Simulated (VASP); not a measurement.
# Ta8N9 in VASP: single point with PBE+D3(BJ)

Aim: the single point of Ta8N9 with PBE+D3(BJ).

All numbers are computed with VASP 6.6.1; they aren't measurements. Logs are shortened: lines on timing, memory, paths and dates and some standing lists are left out, and cuts for length are marked.

**1. The cell of the first run**

The cell holds a slab with vacuum, 34 atoms: a = 5.857 Å, b = 8.216 Å, c = 24.028 Å, α = 90.00°, β = 90.00°, γ = 110.88°.

**2. Single point, PBE+D3(BJ)**

INCAR

```
ALGO = Fast ; DIPOL = 0.5 0.5 0.472
EDIFF = 1E-6 ; ENCUT = 520
GGA = PE ; IDIPOL = 3
ISIF = 2 ; ISMEAR = 0
IVDW = 12 ; LASPH = True
LCHARG = False ; LDIPOL = True
LREAL = Auto ; LWAVE = False
NBANDS = 156 ; NELM = 60
PREC = Accurate ; SIGMA = 0.1
```

KPOINTS

```
k-points
0
Gamma
  4 3 1
```

POSCAR

```
Ta8N9
1.0
    5.8570264689      0.0000000000      0.0000000000
   -2.9285132344      7.6762259480      0.0000000000
    0.0000000000      0.0000000000     24.0280172620
Ta N
16 18
Direct
    0.2159659585      0.9319319171      0.3329446584
    0.2159659586      0.4319319171      0.3329446584
    0.7159659585      0.9319319171      0.3329446584
    0.7159659586      0.4319319171      0.3329446584
    0.0751251087      0.6502502175      0.4121681906
    0.0751251087      0.1502502175      0.4121681906
    0.5751251087      0.6502502175      0.4121681906
    0.5751251088      0.1502502175      0.4121681906
    0.9351078908      0.3711599559      0.4921828239
    0.9351756912      0.8701803601      0.4925027525
    0.4360862775      0.3710609340      0.4921502620
    0.4353367837      0.8702971091      0.4926568418
    0.7921033289      0.0844271557      0.5704502377
    0.7920898661      0.5842502778      0.5726735050
    0.2922772099      0.0842788785      0.5704004529
    0.2876399599      0.5754397048      0.5710535595
    0.8591591502      0.7183183005      0.3461485805
    0.8591591502      0.2183183005      0.3461485805
    0.3591591502      0.7183183005      0.3461485805
    0.3591591502      0.2183183005      0.3461485805
    0.7183183005      0.4366366010      0.4253721127
    0.7183183005      0.9366366010      0.4253721127
    0.2183183005      0.4366366010      0.4253721127
    0.2183183005      0.9366366010      0.4253721127
    0.5779878875      0.1557789405      0.5044739132
    0.5766415949      0.6553359555      0.5060254154
    0.0776531733      0.1551348179      0.5042606271
    0.0790030468      0.6553788312      0.5060155799
    0.4483038840      0.8964272262      0.5817334330
    0.4361167460      0.3816294410      0.5802820464
    0.9481469434      0.8965252530      0.5814403918
    0.9455886449      0.3816117673      0.5802422674
   -0.1985743315      0.5999399827      0.7084755910
   -0.2037875140      0.5900695523      0.6618693554
```

Potentials or basis: VASP PAW PBE potentials, release 64 (Ta_pv, N).

Run with:

```console
cat potpaw_PBE.64/Ta_pv/POTCAR potpaw_PBE.64/N/POTCAR > POTCAR
mpirun -np 1 vasp_std > vasp.out
```

OUTCAR:

```text
EDIFF = 1E-6
   ENCUT = 520
   GGA = PE
   ISIF = 2
   ISMEAR = 0
   IVDW = 12
   LASPH = True
   LREAL = Auto
   NELM = 60
   PREC = Accurate
 IVDW          = 12

 ion  position               nearest neighbor table
   1  0.216  0.932  0.333-  20 2.22  19 2.22  17 2.22  24 2.22   5 2.88   3 2.93   3 2.93   6 2.93
                             8 2.93
   2  0.216  0.432  0.333-  20 2.22  19 2.22  18 2.22  23 2.22   6 2.88   7 2.93   4 2.93   4 2.93
                             5 2.93
   3  0.716  0.932  0.333-  18 2.22  17 2.22  19 2.22  22 2.22   7 2.88   8 2.93   1 2.93   1 2.93
                             6 2.93
   4  0.716  0.432  0.333-  18 2.22  17 2.22  20 2.22  21 2.22   8 2.88   5 2.93   2 2.93   2 2.93
                             7 2.93
   5  0.075  0.650  0.412-  17 2.22  19 2.22  21 2.22  23 2.22  24 2.22  28 2.26   9 2.88   1 2.88
                             4 2.93   7 2.93   7 2.93   2 2.93  10 2.95  12 2.96
   6  0.075  0.150  0.412-  27 2.21  18 2.22  20 2.22  22 2.22  24 2.22  23 2.22   2 2.88  10 2.89
                             8 2.93   1 2.93   3 2.93   8 2.93  11 2.95   9 2.95
   7  0.575  0.650  0.412-  19 2.22  17 2.22  23 2.22  21 2.22  22 2.22  26 2.26  11 2.88   3 2.88
                             2 2.93   5 2.93   5 2.93   4 2.93  10 2.95  12 2.96
   8  0.575  0.150  0.412-  25 2.22  18 2.22  22 2.22  20 2.22  24 2.22  21 2.22   4 2.88  12 2.89
                             6 2.93   3 2.93   1 2.93   6 2.93  11 2.95   9 2.95
   9  0.935  0.371  0.492-  32 2.12  28 2.21  25 2.23  21 2.23  23 2.23  27 2.23  16 2.86   5 2.88
[... 16 lines left out ...]
  18  0.859  0.218  0.346-   8 2.22   6 2.22   4 2.22   3 2.22   2 2.22
  19  0.359  0.718  0.346-   7 2.22   5 2.22   2 2.22   1 2.22   3 2.22
  20  0.359  0.218  0.346-   6 2.22   8 2.22   2 2.22   1 2.22   4 2.22
  21  0.718  0.437  0.425-   5 2.22   7 2.22   8 2.22   4 2.22  11 2.23   9 2.23
  22  0.718  0.937  0.425-   8 2.22   6 2.22   7 2.22   3 2.22  10 2.24  12 2.24
  23  0.218  0.437  0.425-   7 2.22   5 2.22   6 2.22   2 2.22  11 2.23   9 2.23
  24  0.218  0.937  0.425-   6 2.22   8 2.22   5 2.22   1 2.22  10 2.24  12 2.24
  25  0.578  0.156  0.504-  12 2.21   8 2.22  13 2.23  15 2.23  11 2.23   9 2.23
  26  0.577  0.655  0.506-  11 2.21  16 2.22  12 2.22  10 2.23  14 2.24   7 2.26
  27  0.078  0.155  0.504-  10 2.21   6 2.21  15 2.23  13 2.23  11 2.23   9 2.23
  28  0.079  0.655  0.506-   9 2.21  16 2.22  12 2.22  10 2.23  14 2.24   5 2.26
  29  0.448  0.896  0.582-  15 2.07  13 2.07  12 2.15  16 2.48
  30  0.436  0.382  0.580-  16 2.08  11 2.12  14 2.16  15 2.30
  31  0.948  0.897  0.581-  13 2.07  15 2.07  10 2.15  14 2.41
  32  0.946  0.382  0.580-  16 2.08   9 2.12  14 2.16  13 2.29
  33  0.801  0.600  0.708-  34 1.12
  34  0.796  0.590  0.662-  33 1.12  14 2.14

  LATTYP: Found a base centered orthorhombic cell.
 ALAT       =     5.8570264689
 B/A-ratio  =     2.6212024100
 C/A-ratio  =     4.1024259306

  Lattice vectors:

 A1 = (   2.9285132344,  -7.6762259480,   0.0000000000)
 A2 = (   2.9285132345,   7.6762259480,   0.0000000000)
 A3 = (   0.0000000000,   0.0000000000,  24.0280172620)

Analysis of symmetry for initial positions (statically):
=====================================================================
 Subroutine PRICEL returns:
 Original cell was already a primitive cell.

 Routine SETGRP: Setting up the symmetry group for a
 base centered orthorhombic supercell.

 Subroutine GETGRP returns: Found  1 space group operations
 (whereof  1 operations were pure point group operations)
 out of a pool of  8 trial point group operations.

The static configuration has the point symmetry C_1 .

Analysis of symmetry for dynamics (positions and initial velocities):
=====================================================================
 Subroutine PRICEL returns:
 Original cell was already a primitive cell.

 Routine SETGRP: Setting up the symmetry group for a
 base centered orthorhombic supercell.

 Subroutine GETGRP returns: Found  1 space group operations
 (whereof  1 operations were pure point group operations)
 out of a pool of  8 trial point group operations.

The dynamic configuration has the point symmetry C_1 .

 Subroutine INISYM returns: Found  1 space group operations
 (whereof  1 operations are pure point group operations),
 and found     1 'primitive' translations

----------------------------------------------------------------------------------------

                                     Primitive cell

  volume of cell :    1080.2963

  direct lattice vectors                    reciprocal lattice vectors
     5.857026469  0.000000000  0.000000000     0.170735100  0.065136175  0.000000000
[... 120 lines left out ...]
      ... skipping the blow-up phase ...

 Subroutine IBZKPT returns following result:
 ===========================================

 Found      7 irreducible k-points:

 Following reciprocal coordinates:
            Coordinates               Weight
  0.000000  0.000000  0.000000      1.000000
  0.250000 -0.000000  0.000000      2.000000
  0.500000 -0.000000  0.000000      1.000000
  0.000000  0.333333  0.000000      2.000000
  0.250000  0.333333  0.000000      2.000000
  0.500000  0.333333  0.000000      2.000000
 -0.250000  0.333333  0.000000      2.000000
   k-points           NKPTS =      7   k-points in BZ     NKDIM =      7   number of bands    NBANDS=    156
   number of dos      NEDOS =    301   number of ions     NIONS =     34
   total plane-waves  NPLWV = 552960
   dimension x,y,z NGX =    48 NGY =   64 NGZ =  180
   dimension x,y,z NGXF=    96 NGYF=  128 NGZF=  360
   ions per type =              16  18
   NGX,Y,Z   is equivalent  to a cutoff of  13.62, 12.95, 12.45 a.u.
   NGXF,Y,Z  is equivalent  to a cutoff of  27.25, 25.90, 24.91 a.u.
 SYSTEM =  unknown system
   PREC   = accura    normal or accurate (medium, high low for compatibility)
   ISTART =      0    job   : 0-new  1-cont  2-samecut
   ICHARG =      2    charge: 1-file 2-atom 10-const
   ISPIN  =      1    spin polarized calculation?
   LNONCOLLINEAR =      F non collinear calculations
   LSORBIT =      F    spin-orbit coupling
   LASPH  =      T    aspherical Exc in radial PAW
   ENCUT  =  520.0 eV  38.22 Ry    6.18 a.u.  10.89 15.28 44.68*2*pi/ulx,y,z
   NELM   =     60;   NELMIN=  2; NELMDL= -5     # of ELM steps
   EDIFF  = 0.1E-05   stopping-criterion for ELM
   LREAL  =      T    real-space projection
   EDIFFG = 0.1E-04   stopping-criterion for IOM
   NSW    =      0    number of steps for IOM
   IBRION =     -1    ionic relax: 0-MD 1-quasi-New 2-CG
   NFREE  =      0    steps in history (QN), initial steepest desc. (CG)
   ISIF   =      2    stress and relaxation
   ISYM   =      2    0-nonsym 1-usesym 2-fastsym
   POTIM  = 0.5000    time-step for ionic-motion
   TEBEG  =    0.0;   TEEND  =   0.0 temperature during run
   PSTRESS=    0.0 pullay stress
   NELECT =     266.0000    total number of electrons
   NUPDOWN=      -1.0000    fix difference up-down
   EMIN   =  10.00;   EMAX   =-10.00  energy-range for DOS
   EFERMI =   0.00;   METHOD = LEGACY
   ISMEAR =     0;   SIGMA  =   0.10  broadening in eV -4-tet -1-fermi 0-gaus
   EFERMI_NEDOS =   21; number of points for ismear=-14 and -15
   IALGO  =     68    algorithm
   IMIX   =      4    mixing-type and parameters
     AMIX     =   0.40;   BMIX     =  1.00
     AMIX_MAG =   1.60;   BMIX_MAG =  1.00
  volume/ion in A,a.u.               =      31.77       214.42
  Fermi-wavevector in a.u.,A,eV,Ry     =   1.026095  1.939039 14.325191  1.052872
  Thomas-Fermi vector in A             =   2.159970
   LORBIT       =      0    0 simple, 1 ext, 2 COOP (PROOUT), +10 PAW based schemes
   GGA     = PE    functional components
   LHFCALC =     F    Hartree Fock is set to
   AEXX    =    0.0000 exact exchange contribution
   IVDW    =    12    specifies the selected vdW correction
   LEPSILON=     F    determine dielectric tensor
   LRPA    =     F    only Hartree local field effects (RPA)
 non-spin polarized calculation
 RMM-DIIS sequential band-by-band and
 Gauss-broadening in eV      SIGMA  =   0.10
  energy-cutoff  :      520.00
  volume of cell :     1080.30
 maximum number of plane-waves:     29130
 NGX is ok and might be reduce to    48
   NGX = 21   NGY = 31   NGZ = 89

 dipolmoment           0.000000      0.000000      0.090957 electrons x Angstroem

 number of electron     266.0000001 magnetization

 dipolmoment           0.000000      0.000000     -0.031801 electrons x Angstroem

 Free energy of the ion-electron system (eV)
  ---------------------------------------------------
  ext. energy  EPLUGINS =         0.00000000
  ---------------------------------------------------
  free energy    TOTEN  =      -359.56243572 eV

  energy without entropy =     -359.45281825  energy(sigma->0) =     -359.50762699

 E-fermi :   0.0268     XC(G=0):  -5.4079

 val. band max:        0.0195264364   @ k =   0.2500  -0.0000   0.0000
 cond. band min:       0.0339122232   @ k =   0.0000   0.3333   0.0000
 fundamental gap:      0.0143857868
 Fermi energy:         0.0267982583

 k-point     1 :       0.0000    0.0000    0.0000
  band No.  band energies     occupation
      1     -35.7192      2.00000
      2     -35.5493      2.00000
      3     -35.5393      2.00000
      4     -35.5284      2.00000
      5     -35.4708      2.00000
      6     -35.4457      2.00000
[... 1025 lines left out ...]
    144       1.5725      0.00000
    145       1.6840      0.00000
 [bands above 145 left out]

------------------------ aborting loop because EDIFF is reached ----------------------------------------

 vacuum level on the upper side and lower side of the slab       (xc-potential included)        -0.144        -0.014

 Edisp (eV)  -10.53454

 E8    (eV) :    -4.9861

  FORCE on cell =-STRESS in cart. coord.  units (eV):
  Direction    XX          YY          ZZ          XY          YZ          ZX
  --------------------------------------------------------------------------------------
  -------------------------------------------------------------------------------------
  Total      -8.81669   -43.53931    -3.52284    -0.11617     1.32140    -0.02982
  in kB     -13.07596   -64.57274    -5.22470    -0.17230     1.95976    -0.04422
  external pressure =      -27.62 kB  Pullay stress =        0.00 kB

 VOLUME and BASIS-vectors are now :
 -----------------------------------------------------------------------------
  energy-cutoff  :      520.00
  volume of cell :     1080.30
      direct lattice vectors                 reciprocal lattice vectors
     5.857026469  0.000000000  0.000000000     0.170735100  0.065136175  0.000000000
    -2.928513234  7.676225948  0.000000000     0.000000000  0.130272351  0.000000000
     0.000000000  0.000000000 24.028017262     0.000000000  0.000000000  0.041618082

 POSITION                                       TOTAL-FORCE (eV/Angst)
 -----------------------------------------------------------------------------------
     -1.46426      7.15372      8.00000        -0.000989      0.272126      0.274960
      0.00000      3.31561      8.00000         0.001413      0.256527      0.292514
      1.46426      7.15372      8.00000         0.004954      0.272415      0.273317
      2.92851      3.31561      8.00000         0.005478      0.261717      0.297265
     -1.46426      4.99147      9.90358        -0.051131      0.200869     -0.309498
     -0.00000      1.15335      9.90358        -0.002268      0.164071     -0.410160
[... 26 lines left out ...]
      2.93704      4.60527     17.02326         0.003283      0.084205      1.250281
      2.93541      4.52951     15.90341        -0.007606     -0.084896     -1.254855
 -----------------------------------------------------------------------------------
    total drift:                                0.006888      0.006055      0.011903

  FREE ENERGIE OF THE ION-ELECTRON SYSTEM (eV)
  ---------------------------------------------------
  free  energy   TOTEN  =      -370.0969799760 eV

  energy  without entropy=     -369.9873625137  energy(sigma->0) =     -370.04217124

 vacuum level on the upper side and lower side of the slab         4.034         4.156
```

Run time: 2.2 h. Hardware: 1 thread of Oxide Virtual Turin-like, shared host; peak memory 1.5 GiB.

What came out:

```
Free energy                : -370.0970 eV
Largest force              : 1.258 eV/Å
Band gap on the k mesh     : zero (bands 133 and 134 overlap by 0.33 eV)
Dispersion energy per atom : -0.310 eV
```

Forces in eV/Å, atoms in the order of the input:
```
Ta  -0.001  0.272  0.275
Ta   0.001  0.257  0.293
Ta   0.005  0.272  0.273
Ta   0.005  0.262  0.297
Ta  -0.051  0.201 -0.309
Ta  -0.002  0.164 -0.410
Ta   0.049  0.203 -0.308
Ta   0.004  0.126 -0.411
Ta  -0.001  0.001 -0.010
Ta   0.001 -0.003 -0.008
Ta   0.003  0.007  0.006
Ta   0.000 -0.009 -0.007
Ta  -0.001  0.031  0.029
Ta  -0.002  0.026  0.039
Ta   0.000  0.026  0.033
Ta   0.005  0.026  0.022
N    0.004 -0.528  0.470
N   -0.001 -0.494  0.423
N   -0.001 -0.524  0.442
N   -0.002 -0.496  0.424
N   -0.005  0.158 -0.472
N   -0.003  0.032 -0.377
N   -0.003  0.081 -0.483
N    0.002  0.032 -0.379
N    0.000  0.003  0.003
N   -0.001  0.001 -0.003
N    0.000 -0.003  0.000
N    0.001  0.001 -0.002
N    0.001 -0.039  0.035
N    0.003 -0.023  0.040
N    0.001 -0.042  0.035
N   -0.007 -0.022  0.045
N    0.003  0.084  1.250
N   -0.008 -0.085 -1.255
```

Caveat: the standard files for N, O and F lose accuracy on very short bonds; spin-orbit coupling is left out, which moves the levels of the heavy elements.
